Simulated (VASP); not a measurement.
# Ga2AsP in VASP: notebook, part 2 of 2

VASP 6.6.1. The steps go on from the part before.

## 4. Single point, PBE

This run uses another cell than the first one.

The input, INCAR:

```
SYSTEM = Ga2AsP
ALGO     = Normal         ! electronic algorithm
DIPOL    = 0.5 0.5 0.298
EDIFF    = 1E-6           ! SCF threshold, eV
ENCUT    = 520            ! plane-wave cutoff, eV
GGA      = PE             ! functional
IDIPOL   = 3            
ISIF     = 2              ! what is computed and relaxed
ISMEAR   = 0              ! smearing method
LASPH    = .True.         ! aspherical terms in the spheres
LCHARG   = .True.         ! write CHGCAR
LDIPOL   = .True.       
LELF     = .True.         ! ELF
LREAL    = .False.        ! projectors in reciprocal space
LVACPOTAV= .True.       
LVHAR    = .True.       
LWAVE    = .False.        ! write WAVECAR
NBANDS   = 26             ! bands
NELM     = 100            ! most SCF steps
PREC     = Accurate       ! precision mode
SIGMA    = 0.1            ! smearing width, eV
```

The input, KPOINTS:

```
k-points
0
Gamma
  4 4 1
  0 0 0
```

The input, POSCAR:

```
Ga2AsP
1.0
    3.9653320000      0.0000000000      0.0000000000
    0.0000000000      4.1300342148      0.0000000000
    0.0000000000      0.0000000000     28.6144836400
Ga P As
2 1 1
Direct
    0.0000000000      0.5000000000      0.3016797043
    0.5000000000      0.0000000000      0.2975399031
    0.0000000000      0.0000000000      0.3500688916
    0.5000000000      0.5000000000      0.2439533673
```

Potentials or basis: VASP PAW PBE potentials, release 64 (Ga_d, P, As).

The run is started by

```bash
> cat potpaw_PBE.64/Ga_d/POTCAR potpaw_PBE.64/P/POTCAR potpaw_PBE.64/As/POTCAR > POTCAR
> mpirun -np 1 vasp_std > vasp.out
```

OUTCAR:

```text
SYSTEM = Ga2AsP
   EDIFF = 1E-6
   ENCUT = 520
   GGA = PE
   ISIF = 2
   ISMEAR = 0
   LASPH = .True.
   LREAL = .False.
   NELM = 100
   PREC = Accurate

 ion  position               nearest neighbor table
   1  0.000  0.500  0.302-   3 2.49   3 2.49   4 2.58   4 2.58   2 2.87   2 2.87   2 2.87   2 2.87

   2  0.500  0.000  0.298-   3 2.49   3 2.49   4 2.57   4 2.57   1 2.87   1 2.87   1 2.87   1 2.87

   3  0.000  0.000  0.350-   1 2.49   1 2.49   2 2.49   2 2.49
   4  0.500  0.500  0.244-   2 2.57   2 2.57   1 2.58   1 2.58

  LATTYP: Found a simple orthorhombic cell.
 ALAT       =     3.9653320000
 B/A-ratio  =     1.0415355422
 C/A-ratio  =     7.2161633982

  Lattice vectors:

 A1 = (   3.9653320000,   0.0000000000,   0.0000000000)
 A2 = (   0.0000000000,   4.1300342148,   0.0000000000)
 A3 = (   0.0000000000,   0.0000000000,  28.6144836400)

Analysis of symmetry for initial positions (statically):
=====================================================================
 Subroutine PRICEL returns:
 Original cell was already a primitive cell.

 Routine SETGRP: Setting up the symmetry group for a
 simple orthorhombic supercell.

 Subroutine GETGRP returns: Found  4 space group operations
 (whereof  4 operations were pure point group operations)
 out of a pool of  8 trial point group operations.

The static configuration has the point symmetry C_2v.

Analysis of symmetry for dynamics (positions and initial velocities):
=====================================================================
 Subroutine PRICEL returns:
 Original cell was already a primitive cell.

 Routine SETGRP: Setting up the symmetry group for a
 simple orthorhombic supercell.

 Subroutine GETGRP returns: Found  4 space group operations
 (whereof  4 operations were pure point group operations)
 out of a pool of  8 trial point group operations.

The dynamic configuration has the point symmetry C_2v.

 Subroutine INISYM returns: Found  4 space group operations
 (whereof  4 operations are pure point group operations),
 and found     1 'primitive' translations
[... 106 lines left out ...]
  Thomas-Fermi vector in A             =   1.778847
   LORBIT       =      0    0 simple, 1 ext, 2 COOP (PROOUT), +10 PAW based schemes
   GGA     = PE    functional components
   LHFCALC =     F    Hartree Fock is set to
   AEXX    =    0.0000 exact exchange contribution
   IVDW    =     0    specifies the selected vdW correction
   LEPSILON=     F    determine dielectric tensor
   LRPA    =     F    only Hartree local field effects (RPA)
 non-spin polarized calculation
 Gauss-broadening in eV      SIGMA  =   0.10
  energy-cutoff  :      520.00
  volume of cell :      468.62
 maximum number of plane-waves:     12687
 NGX is ok and might be reduce to    30
   NGX = 15   NGY = 15   NGZ =107

 number of electron      35.9999994 magnetization

 dipolmoment           0.000000      0.000000      0.033803 electrons x Angstroem

 Free energy of the ion-electron system (eV)
  ---------------------------------------------------
  ext. energy  EPLUGINS =         0.00000000
  ---------------------------------------------------
  free energy    TOTEN  =       -15.74458184 eV

  energy without entropy =      -15.73457368  energy(sigma->0) =      -15.73957776

 E-fermi :  -3.5024     XC(G=0):  -2.2302

 val. band max:       -3.5657708437   @ k =   0.0000   0.2500   0.0000
 cond. band min:      -3.4299074345   @ k =   0.2500   0.0000   0.0000
 fundamental gap:      0.1358634092
 Fermi energy:        -3.5023724830

 k-point     1 :       0.0000    0.0000    0.0000
  band No.  band energies     occupation
      1     -18.6091      2.00000
      2     -18.5653      2.00000
      3     -18.4441      2.00000
      4     -18.4224      2.00000
      5     -18.4170      2.00000
      6     -18.2895      2.00000
[... 250 lines left out ...]
     25       4.0430      0.00000
     26       4.1845      0.00000

------------------------ aborting loop because EDIFF is reached ----------------------------------------

  FORCE on cell =-STRESS in cart. coord.  units (eV):
  Direction    XX          YY          ZZ          XY          YZ          ZX
  --------------------------------------------------------------------------------------
  -------------------------------------------------------------------------------------
  Total        0.0011184      0.1389821     -0.0372013      0.0000000      0.0000000      0.0000000
  in kB        0.0038239      0.4751715     -0.1271889      0.0000000      0.0000000      0.0000000
  external PRESSURE =       0.1172688 kB  Pullay stress =       0.0000000 kB

 VOLUME and BASIS-vectors are now :
 -----------------------------------------------------------------------------
  energy-cutoff  :      520.00
  volume of cell :      468.62
      direct lattice vectors                 reciprocal lattice vectors
     3.965332000  0.000000000  0.000000000     0.252185693  0.000000000  0.000000000
     0.000000000  4.130034215  0.000000000     0.000000000  0.242128745  0.000000000
     0.000000000  0.000000000 28.614483640     0.000000000  0.000000000  0.034947337

 POSITION                                       TOTAL-FORCE (eV/Angst)
 -----------------------------------------------------------------------------------
      0.00000      2.06502      8.63241         0.000000      0.000000      0.046306
      1.98267      0.00000      8.51395         0.000000      0.000000      0.005699
      0.00000      0.00000     10.01704         0.000000      0.000000     -0.038238
      1.98267      2.06502      6.98060         0.000000      0.000000     -0.013766
 -----------------------------------------------------------------------------------
    total drift:                                0.000000     -0.000000     -0.000010

  FREE ENERGIE OF THE ION-ELECTRON SYSTEM (eV)
  ---------------------------------------------------
  free  energy   TOTEN  =       -15.7445818352 eV

  energy  without entropy=      -15.7345736811  energy(sigma->0) =      -15.73957776

 vacuum level on the upper side and lower side of the slab         1.930         1.557
```

OSZICAR:

```text
N       E                     dE             d eps       ncg     rms          rms(c)
DAV:   1     0.198863430041E+03    0.19886E+03   -0.14779E+04   540   0.110E+03
DAV:   2     0.482670620536E+01   -0.19404E+03   -0.18952E+03   592   0.236E+02
DAV:   3    -0.153269883359E+02   -0.20154E+02   -0.19890E+02   584   0.830E+01
[... 16 lines left out ...]
DAV:  20    -0.157445714663E+02   -0.12537E-04   -0.42574E-07   408   0.834E-03    0.674E-04
DAV:  21    -0.157445784482E+02   -0.69820E-05   -0.26407E-07   410   0.140E-02    0.507E-04
DAV:  22    -0.157445798893E+02   -0.14411E-05   -0.50715E-08   446   0.203E-03    0.263E-04
DAV:  23    -0.157445809600E+02   -0.10707E-05   -0.23258E-08   402   0.107E-03    0.114E-04
DAV:  24    -0.157445818352E+02   -0.87519E-06   -0.19146E-08   412   0.238E-03
   1 F= -.15744582E+02 E0= -.15739578E+02  d E =-.100082E-01
```

Run time: 4.3 min. Hardware: 1 thread of AMD EPYC 7R13, shared host; peak memory 0.48 GiB.

Results:

```yaml
Free_energy: -15.7446 eV
Largest_force: 0.046 eV/Å
Band_gap_on_the_k_mesh: 0.14 eV (least direct gap 0.37 eV)
```

Forces on the atoms (eV/Å):
```
Ga   0.000  0.000  0.046
Ga   0.000  0.000  0.006
P    0.000  0.000 -0.038
As   0.000  0.000 -0.014
```

Caveat: semilocal functionals underestimate gaps, and a narrow one can read as zero.

## 5. Single point, PBE

This run uses another cell than the first one.

The input, INCAR:

```
  ALGO = Normal
  DIPOL = 0.5 0.5 0.298
  EDIFF = 1E-6
  ENCUT = 520
  GGA = PE
  IDIPOL = 3
  ISIF = 2
  ISMEAR = 0
  LASPH = True
  LCHARG = False
  LDIPOL = True
  LREAL = False
  LWAVE = False
  NBANDS = 26
  NELM = 80
  PREC = Accurate
  SIGMA = 0.01
```

The input, KPOINTS:

```
k-points
0
Gamma
  10 10 1
```

POSCAR is that of step 4.

The run is started by

```bash
> cat potpaw_PBE.64/Ga_d/POTCAR potpaw_PBE.64/P/POTCAR potpaw_PBE.64/As/POTCAR > POTCAR
> mpirun -np 1 vasp_std > vasp.out
```

It took 8.6 min on 1 thread of AMD EPYC 7R13, shared host; peak memory 0.73 GiB.

Results (log left out):

| Item | Value |
| --- | --- |
| Free energy | -15.8072 eV |
| Largest force | 0.156 eV/Å |
| Band gap on the k mesh | zero (bands 18 and 19 overlap by 0.31 eV) |

Forces in eV/Å, atoms in the order of the input:
```
Ga   0.000  0.000 -0.097
Ga   0.000  0.000  0.120
P    0.000  0.000  0.134
As   0.000  0.000 -0.156
```

Levels at points of the mesh, in eV from the Fermi level:
```tsv
k point	band 15	band 16	band 17	band 18	band 19	band 20	band 21	band 22
(0.00, 0.00, 0.00)	-2.52	-1.43	-0.57	-0.14	0.26	1.84	2.48	3.59
(0.50, 0.00, 0.00)	-1.53	-1.23	-1.14	-1.00	1.03	1.39	4.37	4.44
(0.00, 0.50, 0.00)	-1.35	-1.24	-1.13	-0.59	1.66	1.98	4.49	4.58
(0.50, 0.50, 0.00)	-2.68	-2.60	-2.59	-2.46	2.92	3.01	3.06	3.16
```

## 6. The runs side by side

```csv
cell,k mesh,smearing,gap on the mesh (eV),largest force (eV/Å)
"a = 3.747, b = 3.869, c = 17.000 Å, 4 atoms, atomic positions A",4 × 4 × 1,gaussian 0.1 eV,0.17,5.54
"a = 3.965, b = 4.130, c = 28.614 Å, 4 atoms, atomic positions B",4 × 4 × 1,gaussian 0.1 eV,0.14,0.05
"a = 3.965, b = 4.130, c = 28.614 Å, 4 atoms, atomic positions B",10 × 10 × 1,gaussian 0.01 eV,none,0.16
```

Alike in all rows: task single point; level PBE; potentials or basis VASP PAW PBE potentials, release 64 (Ga_d, P, As); no spin polarisation; cutoff (eV) 520.

Caveats: semilocal functionals underestimate gaps, and a narrow one can read as zero (at least some runs).

Absolute energies hang on the potentials; compare differences alone.

The gap in the log of VASP goes by the Fermi energy; the results here count the filled bands.